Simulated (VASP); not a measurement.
Runs of VASP 6.6.1 on SiC. The structure is that of space group P6_3mc (No. 186), or close to it. The cells are those of the table. 

| cell | gap on the mesh (eV) | pressure (GPa) | largest force (eV/Å) |
| --- | --- | --- | --- |
| a = 2.847, b = 2.847, c = 10.940 Å, angles 90.0, 90.0, 120.0°, 8 atoms | 1.11 | 31.3 | 1.27 |
| a = 3.094, b = 3.094, c = 10.940 Å, angles 90.0, 90.0, 120.0°, 8 atoms | 1.81 | -12.5 | (b) |
| a = 2.970, b = 2.970, c = 9.319 Å, angles 90.0, 90.0, 120.0°, 8 atoms | 2.12 | 48.8 | 1.10 |
| a = 2.970, b = 2.970, c = 10.940 Å, angles 90.0, 90.0, 120.0°, 8 atoms | 1.52 | 5.0 | 0.55 |
| a = 3.094, b = 3.094, c = 9.724 Å, angles 90.0, 90.0, 120.0°, 8 atoms | 2.09 | 9.8 | 0.60 |
| a = 2.847, b = 2.847, c = 9.319 Å, angles 90.0, 90.0, 120.0°, 8 atoms | 2.22 | 85.8 | 0.11 |
| a = 2.970, b = 2.970, c = 10.535 Å, angles 90.0, 90.0, 120.0°, 8 atoms | (a) | 11.9 | 0.66 |
| a = 2.847, b = 2.847, c = 10.535 Å, angles 90.0, 90.0, 120.0°, 8 atoms | 1.40 | 40.4 | 1.46 |

Alike in all rows: task single point; level PBE; potentials or basis VASP PAW PBE potentials, release 64 (Si, C); no spin polarisation; k mesh 12 × 12 × 4; cutoff (eV) 520; smearing gaussian 0.05 eV.

Fill in the values left out.

(a) 1.77; (b) 0.16.

Caveats: forces of over 1 eV/Å act on the atoms, so gaps and moduli don't describe the material at rest (some runs).

A k mesh can miss the band edges.
